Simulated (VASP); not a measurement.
# Pt (Immm) in VASP: further runs

The runs below take Pt through single point, with PBE.

Program: VASP 6.6.1. These are calculated values, not measurements. Logs are shortened: lines on timing, memory, paths and dates and some standing lists are left out, and cuts for length are marked.

## (1) The cell of the first run

It takes space group Immm (No. 71, orthorhombic). Conventional cell: a = 2.738 Å, b = 2.800 Å, c = 3.916 Å, α = 90.00°, β = 90.00°, γ = 90.00°. Pt (site symmetry mmm) has 12 Pt at 2.74 to 2.80 Å within 3.6 Å.

## (2) Single point, PBE (strain +0.0225 x Voigt [0, 0, 0, 0, 0, 1])

INCAR

```
SYSTEM = Pt
  PREC = Accurate
  ENCUT = 520
  EDIFF = 1E-6
  ISMEAR = 0
  SIGMA = 0.15
  LREAL = .False.
  LASPH = .True.
  NELM = 80
  ALGO = Fast
  ISIF = 2
  LWAVE = .False.
  LCHARG = .False.
  GGA = PE
  NBANDS = 11
```

KPOINTS

```
regular mesh
0
Gamma
  20 20 20
  0 0 0
```

POSCAR

```
Pt
1.0
    0.0220263750      1.9579000000      1.9579000000
    1.9579000000      0.0220263750      1.9579000000
    1.9799263750      1.9799263750      0.0000000000
Pt
1
Direct
    0.0000000000      0.0000000000      0.0000000000
```

Potentials or basis: VASP PAW PBE potentials, release 64 (Pt).

Run with:

```bash
$ cat potpaw_PBE.64/Pt/POTCAR > POTCAR
$ mpirun -np 1 vasp_std > vasp.out
```

OUTCAR:

```text
SYSTEM = Pt
   PREC = Accurate
   ENCUT = 520
   EDIFF = 1E-6
   ISMEAR = 0
   LREAL = .False.
   LASPH = .True.
   NELM = 80
   ISIF = 2
   GGA = PE

 ion  position               nearest neighbor table
   1  0.000  0.000  0.000-

  LATTYP: Found a body centered orthorhombic cell.
 ALAT       =     2.7377387355
 B/A-ratio  =     1.0227560051
 C/A-ratio  =     1.4303044879

  Lattice vectors:

 A1 = (   1.9579000000,   0.0220263750,  -1.9579000000)
 A2 = (  -1.9579000000,  -0.0220263750,  -1.9579000000)
 A3 = (   0.0220263750,   1.9579000000,   1.9579000000)

Analysis of symmetry for initial positions (statically):
=====================================================================
 Subroutine PRICEL returns:
 Original cell was already a primitive cell.

 Routine SETGRP: Setting up the symmetry group for a
 body centered orthorhombic supercell.

 Subroutine GETGRP returns: Found  8 space group operations
 (whereof  8 operations were pure point group operations)
 out of a pool of  8 trial point group operations.

The static configuration has the point symmetry D_2h.

Analysis of symmetry for dynamics (positions and initial velocities):
=====================================================================
 Subroutine PRICEL returns:
 Original cell was already a primitive cell.

 Routine SETGRP: Setting up the symmetry group for a
 body centered orthorhombic supercell.

 Subroutine GETGRP returns: Found  8 space group operations
 (whereof  8 operations were pure point group operations)
 out of a pool of  8 trial point group operations.

The dynamic configuration has the point symmetry D_2h.

 Subroutine INISYM returns: Found  8 space group operations
 (whereof  8 operations are pure point group operations),
 and found     1 'primitive' translations

----------------------------------------------------------------------------------------

                                     Primitive cell

  volume of cell :      15.0088

  direct lattice vectors                    reciprocal lattice vectors
     0.022026375  1.957900000  1.957900000    -0.258281322  0.258281322  0.255375658
     1.957900000  0.022026375  1.957900000     0.258281322 -0.258281322  0.255375658
     1.979926375  1.979926375  0.000000000     0.252534643  0.252534643 -0.255375658

  length of vectors
     2.768976342  2.768976342  2.800038732     0.445685101  0.445685101  0.439049221

  position of ions in fractional coordinates (direct lattice)
     0.000000000  0.000000000  0.000000000

  ion indices of the primitive-cell ions
   primitive index   ion index
[... 77 lines left out ...]
   IBRION =     -1    ionic relax: 0-MD 1-quasi-New 2-CG
   NFREE  =      0    steps in history (QN), initial steepest desc. (CG)
   ISIF   =      2    stress and relaxation
   ISYM   =      2    0-nonsym 1-usesym 2-fastsym
   POTIM  = 0.5000    time-step for ionic-motion
   TEBEG  =    0.0;   TEEND  =   0.0 temperature during run
   PSTRESS=    0.0 pullay stress
   NELECT =      10.0000    total number of electrons
   NUPDOWN=      -1.0000    fix difference up-down
   EMIN   =  10.00;   EMAX   =-10.00  energy-range for DOS
   EFERMI =   0.00;   METHOD = LEGACY
   ISMEAR =     0;   SIGMA  =   0.15  broadening in eV -4-tet -1-fermi 0-gaus
   EFERMI_NEDOS =   21; number of points for ismear=-14 and -15
   IALGO  =     68    algorithm
   IMIX   =      4    mixing-type and parameters
     AMIX     =   0.40;   BMIX     =  1.00
     AMIX_MAG =   1.60;   BMIX_MAG =  1.00
  volume/ion in A,a.u.               =      15.01       101.28
  Fermi-wavevector in a.u.,A,eV,Ry     =   1.429857  2.702038 27.816995  2.044491
  Thomas-Fermi vector in A             =   2.549765
   LORBIT       =      0    0 simple, 1 ext, 2 COOP (PROOUT), +10 PAW based schemes
   GGA     = PE    functional components
   LHFCALC =     F    Hartree Fock is set to
   AEXX    =    0.0000 exact exchange contribution
   IVDW    =     0    specifies the selected vdW correction
   LEPSILON=     F    determine dielectric tensor
   LRPA    =     F    only Hartree local field effects (RPA)
 non-spin polarized calculation
 RMM-DIIS sequential band-by-band and
 Gauss-broadening in eV      SIGMA  =   0.15
  energy-cutoff  :      520.00
  volume of cell :       15.01
 maximum number of plane-waves:       416
 NGX is ok and might be reduce to    24
   NGX = 11   NGY = 11   NGZ = 11

 number of electron      10.0000000 magnetization

 Free energy of the ion-electron system (eV)
  ---------------------------------------------------
  ext. energy  EPLUGINS =         0.00000000
  ---------------------------------------------------
  free energy    TOTEN  =        -6.08690279 eV

  energy without entropy =       -6.06765652  energy(sigma->0) =       -6.07727966

 E-fermi :  11.3644     XC(G=0): -13.5187

 val. band max:       11.3640837682   @ k =  -0.4500   0.2500   0.0500
 cond. band min:      11.3653398767   @ k =  -0.4000   0.5000   0.2500
 fundamental gap:      0.0012561085
 Fermi energy:        11.3644139123

 k-point     1 :       0.0000    0.0000    0.0000
  band No.  band energies     occupation
      1       1.0868      2.00000
      2       7.4070      2.00000
      3       7.5239      2.00000
      4       7.6805      2.00000
      5       9.7193      2.00000
      6       9.7246      2.00000
      7      25.9764      0.00000
      8      30.6170      0.00000
      9      30.9857      0.00000
     10      31.3493      0.00000
     11      36.3407      0.00000
[... 309 lines left out ...]
 k-point    24 :      -0.3500    0.0500    0.0000
  band No.  band energies     occupation
      1       4.0542      2.00000
      2       7.5711      2.00000
      3       7.7426      2.00000
      4       8.5159      2.00000
      5      10.5058      2.00000
      6      11.3068      1.41296
      7      20.7044      0.00000
      8      26.4356      0.00000
      9      30.9957      0.00000
     10      32.2467      0.00000
     11      36.6510      0.00000

 [... further k-points ...]
[... 5 lines left out ...]
  --------------------------------------------------------------------------------------
  -------------------------------------------------------------------------------------
  Total        1.0595946      1.0595946      1.0128303     -0.1845735      0.0000000      0.0000000
  in kB      113.1107248    113.1107248    108.1186780    -19.7030435      0.0000000      0.0000000
  external PRESSURE =     111.4467092 kB  Pullay stress =       0.0000000 kB

 VOLUME and BASIS-vectors are now :
 -----------------------------------------------------------------------------
  energy-cutoff  :      520.00
  volume of cell :       15.01
      direct lattice vectors                 reciprocal lattice vectors
     0.022026375  1.957900000  1.957900000    -0.258281322  0.258281322  0.255375658
     1.957900000  0.022026375  1.957900000     0.258281322 -0.258281322  0.255375658
     1.979926375  1.979926375  0.000000000     0.252534643  0.252534643 -0.255375658

 POSITION                                       TOTAL-FORCE (eV/Angst)
 -----------------------------------------------------------------------------------
      0.00000      0.00000      0.00000        -0.000000      0.000000      0.000000
 -----------------------------------------------------------------------------------
    total drift:                               -0.000000      0.000000     -0.000000

  FREE ENERGIE OF THE ION-ELECTRON SYSTEM (eV)
  ---------------------------------------------------
  free  energy   TOTEN  =        -6.0869027915 eV

  energy  without entropy=       -6.0676565190  energy(sigma->0) =       -6.07727966
```

OSZICAR:

```text
N       E                     dE             d eps       ncg     rms          rms(c)
DAV:   1     0.403366623051E+02    0.40337E+02   -0.53697E+03 26127   0.846E+02
DAV:   2    -0.583770336869E+01   -0.46174E+02   -0.44279E+02 29406   0.178E+02
DAV:   3    -0.645948863879E+01   -0.62179E+00   -0.61820E+00 30032   0.196E+01
DAV:   4    -0.646189433920E+01   -0.24057E-02   -0.24055E-02 29596   0.144E+00
DAV:   5    -0.646191337173E+01   -0.19033E-04   -0.19033E-04 30159   0.118E-01    0.131E+01
RMM:   6    -0.612928470962E+01    0.33263E+00   -0.32678E-01 25803   0.491E+00    0.698E+00
RMM:   7    -0.609030564722E+01    0.38979E-01   -0.71657E-02 27061   0.247E+00    0.251E+00
RMM:   8    -0.608715067866E+01    0.31550E-02   -0.84562E-03 27181   0.809E-01    0.573E-01
RMM:   9    -0.608688564657E+01    0.26503E-03   -0.83201E-04 29531   0.252E-01    0.515E-02
RMM:  10    -0.608690046511E+01   -0.14819E-04   -0.12931E-04 30622   0.861E-02    0.582E-02
RMM:  11    -0.608690238435E+01   -0.19192E-05   -0.18045E-05 29643   0.285E-02    0.825E-03
RMM:  12    -0.608690279147E+01   -0.40712E-06   -0.49619E-06 25124   0.165E-02
   1 F= -.60869028E+01 E0= -.60772797E+01  d E =-.192463E-01
```

Wall time 56 s (1 thread of Intel Xeon 6975P-C (Granite Rapids), shared host); peak memory 0.31 GiB.

Results:

```yaml
Free_energy: -6.0869 eV
Pressure: 11.1 GPa
Band_gap_on_the_k_mesh: zero (band 5 reaches 11.87 eV, above the bottom of band 6 at 9.57 eV)
```

Stress tensor (GPa, compression positive):
```
11.31 -1.97  0.00
-1.97 11.31  0.00
 0.00  0.00 10.81
```

Caveat: the cell differs from its parent crystal (strain +0.0225 x Voigt [0, 0, 0, 0, 0, 1]); spin-orbit coupling is left out, which moves the levels of the heavy elements.

## (3) Single point, PBE (strain +0.0075 x Voigt [0, 0, 0, 0, 0, 1])

INCAR

```
  PREC = Accurate
  ENCUT = 520
  EDIFF = 1E-7
  ISMEAR = 0
  SIGMA = 0.15
  LREAL = False
  LASPH = True
  NELM = 80
  ALGO = Fast
  ISIF = 2
  LWAVE = False
  LCHARG = False
  GGA = PE
  NBANDS = 11
```

KPOINTS

```
Automatic mesh
0
Gamma
  20 20 20
```

POSCAR

```
Pt
1.0
    0.0073421250      1.9579000000      1.9579000000
    1.9579000000      0.0073421250      1.9579000000
    1.9652421250      1.9652421250      0.0000000000
Pt
1
Direct
    0.0000000000      0.0000000000      0.0000000000
```

Potentials or basis: VASP PAW PBE potentials, release 64 (Pt).

Run with:

```bash
$ cat potpaw_PBE.64/Pt/POTCAR > POTCAR
$ mpirun -np 1 vasp_std > vasp.out
```

Wall time 70 s (1 thread of Intel Xeon 6975P-C (Granite Rapids), shared host); peak memory 0.32 GiB.

Results (log left out):

| Item | Value |
| --- | --- |
| Free energy | -6.0889 eV |
| Pressure | 11.0 GPa |
| Band gap on the k mesh | zero (band 5 reaches 11.86 eV, above the bottom of band 6 at 9.59 eV) |

Stress tensor (GPa, compression positive):
```
11.05 -0.65  0.00
-0.65 11.05  0.00
 0.00  0.00 10.99
```

Levels at points of the mesh, in eV from the Fermi level:
| k point | band 3 | band 4 | band 5 | band 6 | band 7 | band 8 |
| --- | --- | --- | --- | --- | --- | --- |
| (0.00, 0.00, 0.00) | -3.83 | -3.78 | -1.65 | -1.65 | 14.62 | 19.49 |
| (0.50, 0.00, 0.00) | -3.85 | -0.47 | 0.02 | 0.07 | 5.93 | 14.16 |
| (0.50, 0.50, 0.00) | 0.00 | 0.49 | 0.50 | 1.76 | 8.93 | 11.26 |
| (0.00, 0.00, 0.50) | -3.84 | -0.53 | 0.01 | 0.05 | 5.82 | 14.21 |
| (0.50, 0.00, 0.50) | 0.00 | 0.49 | 0.49 | 1.77 | 8.93 | 11.40 |

Caveat: the cell differs from its parent crystal (strain +0.0075 x Voigt [0, 0, 0, 0, 0, 1]); spin-orbit coupling is left out, which moves the levels of the heavy elements.
